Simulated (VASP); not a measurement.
# BaBe6C3 (Cmmm) in VASP: notebook

The runs below take BaBe6C3 through single point, with PBE.

Program: VASP 6.6.1. These are calculated values, not measurements. Logs are shortened: lines on timing, memory, paths and dates and some standing lists are left out, and cuts for length are marked.

**1. The cell of the first run**

It takes space group Cmmm (No. 65, orthorhombic). Conventional cell: a = 5.476 Å, b = 12.652 Å, c = 4.851 Å, α = 90.00°, β = 90.00°, γ = 90.00°. Within 4.2 Å of Ba (site symmetry mmm) lie 12 Be at 3.20 to 3.45 Å and 10 C at 3.55 to 4.07 Å. Within 2.2 Å of Be (site symmetry 2/m) lie 2 C at 1.64 Å. Within 2.3 Å of Be (site symmetry m) lie 2 C at 1.66 Å and 1 Be at 2.25 Å. C (site symmetry m2m) has 4 Be at 1.64 to 1.66 Å within 2.2 Å. C (site symmetry mmm) has 4 Be at 1.66 Å within 2.2 Å.

The cell was built from a structure type or drawn by symmetry, and may not be a known phase.

**2. Single point, PBE**

The input, INCAR:

```
  ALGO = Normal
  EDIFF = 1E-7
  ENCUT = 520
  GGA = PE
  ISIF = 2
  ISMEAR = 0
  LASPH = True
  LCHARG = True
  LELF = True
  LREAL = False
  LVHAR = True
  LWAVE = False
  NBANDS = 28
  NELM = 100
  PREC = Accurate
  SIGMA = 0.1
```

The input, KPOINTS:

```
k-points
0
Gamma
  4 4 4
```

The input, POSCAR:

```
BaBe6C3
1.0
    2.7378712200     -6.3258922200      0.0000000000
    2.7378712200      6.3258922200      0.0000000000
    0.0000000000      0.0000000000      4.8510758800
Ba Be C
1 6 3
Direct
    0.0000000000      0.0000000000      0.5000000000
    0.0000000000      0.5000000000      0.5000000000
    0.5000000000      0.0000000000      0.5000000000
    0.5890242300      0.4109757700      0.2500000000
    0.5890242300      0.4109757700      0.7500000000
    0.4109757700      0.5890242300      0.2500000000
    0.4109757700      0.5890242300      0.7500000000
    0.6780484600      0.3219515400      0.5000000000
    0.3219515400      0.6780484600      0.5000000000
    0.5000000000      0.5000000000      0.0000000000
```

Potentials or basis: VASP PAW PBE potentials, release 64 (Ba_sv, Be, C).

Command:

```console
$ cat potpaw_PBE.64/Ba_sv/POTCAR potpaw_PBE.64/Be/POTCAR potpaw_PBE.64/C/POTCAR > POTCAR
$ mpirun -np 1 vasp_std > vasp.out
```

OUTCAR:

```text
EDIFF = 1E-7
   ENCUT = 520
   GGA = PE
   ISIF = 2
   ISMEAR = 0
   LASPH = True
   LREAL = False
   NELM = 100
   PREC = Accurate

 ion  position               nearest neighbor table
   1  0.000  0.000  0.500-   4 3.20   5 3.20   6 3.20   7 3.20   4 3.20   5 3.20   6 3.20   7 3.20
                             3 3.45   3 3.45   2 3.45   2 3.45
   2  0.000  0.500  0.500-   8 1.64   9 1.64   1 3.45   1 3.45
   3  0.500  0.000  0.500-   8 1.64   9 1.64   1 3.45   1 3.45
   4  0.589  0.411  0.250-   8 1.66  10 1.66   6 2.25   1 3.20   1 3.20
   5  0.589  0.411  0.750-   8 1.66  10 1.66   7 2.25   1 3.20   1 3.20
   6  0.411  0.589  0.250-   9 1.66  10 1.66   4 2.25   1 3.20   1 3.20
   7  0.411  0.589  0.750-   9 1.66  10 1.66   5 2.25   1 3.20   1 3.20
   8  0.678  0.322  0.500-   2 1.64   3 1.64   4 1.66   5 1.66
   9  0.322  0.678  0.500-   2 1.64   3 1.64   6 1.66   7 1.66
  10  0.500  0.500  0.000-   4 1.66   5 1.66   6 1.66   7 1.66

  LATTYP: Found a base centered orthorhombic cell.
 ALAT       =     5.4757424400
 B/A-ratio  =     2.3105148897
 C/A-ratio  =     0.8859211209

  Lattice vectors:

 A1 = (   2.7378712200,  -6.3258922200,   0.0000000000)
 A2 = (   2.7378712200,   6.3258922200,   0.0000000000)
 A3 = (   0.0000000000,   0.0000000000,   4.8510758800)

Analysis of symmetry for initial positions (statically):
=====================================================================
 Subroutine PRICEL returns:
 Original cell was already a primitive cell.

 Routine SETGRP: Setting up the symmetry group for a
 base centered orthorhombic supercell.

 Subroutine GETGRP returns: Found  8 space group operations
 (whereof  8 operations were pure point group operations)
 out of a pool of  8 trial point group operations.

The static configuration has the point symmetry D_2h.

Analysis of symmetry for dynamics (positions and initial velocities):
=====================================================================
 Subroutine PRICEL returns:
 Original cell was already a primitive cell.

 Routine SETGRP: Setting up the symmetry group for a
 base centered orthorhombic supercell.

 Subroutine GETGRP returns: Found  8 space group operations
 (whereof  8 operations were pure point group operations)
 out of a pool of  8 trial point group operations.

The dynamic configuration has the point symmetry D_2h.

[... 115 lines left out ...]
   NFREE  =      0    steps in history (QN), initial steepest desc. (CG)
   ISIF   =      2    stress and relaxation
   ISYM   =      2    0-nonsym 1-usesym 2-fastsym
   POTIM  = 0.5000    time-step for ionic-motion
   TEBEG  =    0.0;   TEEND  =   0.0 temperature during run
   PSTRESS=    0.0 pullay stress
   NELECT =      34.0000    total number of electrons
   NUPDOWN=      -1.0000    fix difference up-down
   EMIN   =  10.00;   EMAX   =-10.00  energy-range for DOS
   EFERMI =   0.00;   METHOD = LEGACY
   ISMEAR =     0;   SIGMA  =   0.10  broadening in eV -4-tet -1-fermi 0-gaus
   EFERMI_NEDOS =   21; number of points for ismear=-14 and -15
   IALGO  =     38    algorithm
   IMIX   =      4    mixing-type and parameters
     AMIX     =   0.40;   BMIX     =  1.00
     AMIX_MAG =   1.60;   BMIX_MAG =  1.00
  volume/ion in A,a.u.               =      16.80       113.40
  Fermi-wavevector in a.u.,A,eV,Ry     =   0.961096  1.816208 12.567781  0.923706
  Thomas-Fermi vector in A             =   2.090438
   LORBIT       =      0    0 simple, 1 ext, 2 COOP (PROOUT), +10 PAW based schemes
   GGA     = PE    functional components
   LHFCALC =     F    Hartree Fock is set to
   AEXX    =    0.0000 exact exchange contribution
   IVDW    =     0    specifies the selected vdW correction
   LEPSILON=     F    determine dielectric tensor
   LRPA    =     F    only Hartree local field effects (RPA)
 non-spin polarized calculation
 Gauss-broadening in eV      SIGMA  =   0.10
  energy-cutoff  :      520.00
  volume of cell :      168.04
 maximum number of plane-waves:      4556
 NGX is ok and might be reduce to    54
   NGX = 25   NGY = 25   NGZ = 19

 number of electron      34.0000002 magnetization

 Free energy of the ion-electron system (eV)
  ---------------------------------------------------
  ext. energy  EPLUGINS =         0.00000000
  ---------------------------------------------------
  free energy    TOTEN  =       -49.50214696 eV

  energy without entropy =      -49.48445160  energy(sigma->0) =      -49.49329928

 E-fermi :   3.1997     XC(G=0):  -8.1376

 val. band max:        3.1735967281   @ k =   0.5000   0.2500   0.5000
 cond. band min:       3.2105358224   @ k =   0.5000  -0.0000   0.2500
 fundamental gap:      0.0369390943
 Fermi energy:         3.1996605299

 k-point     1 :       0.0000    0.0000    0.0000
  band No.  band energies     occupation
      1     -26.2657      2.00000
      2     -11.5596      2.00000
      3     -11.5518      2.00000
      4     -11.4806      2.00000
      5      -9.2855      2.00000
      6      -8.7475      2.00000
[... 640 lines left out ...]
     27       6.7896      0.00000
     28       6.9644      0.00000

------------------------ aborting loop because EDIFF is reached ----------------------------------------

  FORCE on cell =-STRESS in cart. coord.  units (eV):
  Direction    XX          YY          ZZ          XY          YZ          ZX
  --------------------------------------------------------------------------------------
  -------------------------------------------------------------------------------------
  Total       -1.4302483      2.9115526     -0.5251882     -0.0000000      0.0000000      0.0000000
  in kB      -13.6370102     27.7608245     -5.0075195     -0.0000000      0.0000000      0.0000000
  external PRESSURE =       3.0387649 kB  Pullay stress =       0.0000000 kB

 VOLUME and BASIS-vectors are now :
 -----------------------------------------------------------------------------
  energy-cutoff  :      520.00
  volume of cell :      168.04
      direct lattice vectors                 reciprocal lattice vectors
     2.737871220 -6.325892220  0.000000000     0.182623637 -0.079040234  0.000000000
     2.737871220  6.325892220  0.000000000     0.182623637  0.079040234  0.000000000
     0.000000000  0.000000000  4.851075880     0.000000000  0.000000000  0.206139839

 POSITION                                       TOTAL-FORCE (eV/Angst)
 -----------------------------------------------------------------------------------
      0.00000      0.00000      2.42554        -0.000000      0.000000      0.000000
      1.36894      3.16295      2.42554        -0.000000      0.000000      0.000000
      1.36894     -3.16295      2.42554         0.000000      0.000000      0.000000
      2.73787     -1.12632      1.21277         0.000000      0.125027     -0.240172
      2.73787     -1.12632      3.63831         0.000000      0.125027      0.240172
      2.73787      1.12632      1.21277         0.000000     -0.125027     -0.240172
      2.73787      1.12632      3.63831         0.000000     -0.125027      0.240172
      2.73787     -2.25263      2.42554         0.000000     -0.315944      0.000000
      2.73787      2.25263      2.42554         0.000000      0.315944      0.000000
      2.73787      0.00000      0.00000         0.000000      0.000000      0.000000
 -----------------------------------------------------------------------------------
    total drift:                               -0.000000      0.000000      0.000000

  FREE ENERGIE OF THE ION-ELECTRON SYSTEM (eV)
  ---------------------------------------------------
  free  energy   TOTEN  =       -49.5021469607 eV

  energy  without entropy=      -49.4844515984  energy(sigma->0) =      -49.49329928
```

OSZICAR:

```text
N       E                     dE             d eps       ncg     rms          rms(c)
DAV:   1     0.147318955568E+03    0.14732E+03   -0.13951E+04  1176   0.102E+03
DAV:   2    -0.459401556705E+02   -0.19326E+03   -0.18451E+03  1752   0.205E+02
DAV:   3    -0.627789109681E+02   -0.16839E+02   -0.16662E+02  1640   0.608E+01
DAV:   4    -0.632489655319E+02   -0.47005E+00   -0.46912E+00  1656   0.104E+01
DAV:   5    -0.632601955622E+02   -0.11230E-01   -0.11228E-01  1560   0.147E+00    0.160E+01
DAV:   6    -0.499745720916E+02    0.13286E+02   -0.40523E+01  1408   0.233E+01    0.559E+00
DAV:   7    -0.496982061144E+02    0.27637E+00   -0.27124E+00  1500   0.627E+00    0.354E+00
DAV:   8    -0.495152954200E+02    0.18291E+00   -0.85302E-01  1500   0.375E+00    0.745E-01
DAV:   9    -0.495008087964E+02    0.14487E-01   -0.48070E-02  1536   0.911E-01    0.391E-01
DAV:  10    -0.495005352141E+02    0.27358E-03   -0.19627E-02  1476   0.529E-01    0.142E-01
DAV:  11    -0.495016570067E+02   -0.11218E-02   -0.17924E-03  1332   0.192E-01    0.817E-02
DAV:  12    -0.495020263179E+02   -0.36931E-03   -0.54093E-04  1412   0.890E-02    0.213E-02
DAV:  13    -0.495021253577E+02   -0.99040E-04   -0.12564E-04  1372   0.412E-02    0.118E-02
DAV:  14    -0.495021404261E+02   -0.15068E-04   -0.24383E-05  1428   0.194E-02    0.560E-03
DAV:  15    -0.495021462176E+02   -0.57915E-05   -0.10382E-05  1312   0.117E-02    0.282E-03
DAV:  16    -0.495021468627E+02   -0.64513E-06   -0.95376E-07  1488   0.432E-03    0.750E-04
DAV:  17    -0.495021469607E+02   -0.98034E-07   -0.16772E-07  1112   0.176E-03
   1 F= -.49502147E+02 E0= -.49493299E+02  d E =-.176954E-01
```

stdout:

```text
POSCAR found type information on POSCAR BaBeC
 POSCAR found :  3 types and      10 ions
 scaLAPACK will be used
 LDA part: xc-table for (Slater+PW92), standard interpolation
 POSCAR, INCAR and KPOINTS ok, starting setup
 FFT: planning ... GRIDC
 FFT: planning ... GRID_SOFT
 FFT: planning ... GRID
 WAVECAR not read
 entering main loop
```

Wall time 1.8 min (1 thread of Intel Xeon 6975P-C (Granite Rapids), shared host); peak memory 0.36 GiB.

What came out:

```
Free energy            : -49.5021 eV
Pressure               : 0.3 GPa
Largest force          : 0.316 eV/Å
Band gap on the k mesh : zero (bands 17 and 18 overlap by 1.43 eV)
```

Forces in eV/Å, atoms in the order of the input:
```
Ba   0.000  0.000  0.000
Be   0.000  0.000  0.000
Be   0.000  0.000  0.000
Be   0.000  0.125 -0.240
Be   0.000  0.125  0.240
Be   0.000 -0.125 -0.240
Be   0.000 -0.125  0.240
C    0.000 -0.316  0.000
C    0.000  0.316  0.000
C    0.000  0.000  0.000
```

Caveat: spin-orbit coupling is left out, which moves the levels of the heavy elements.

(Part 1 of 2 ends here.)
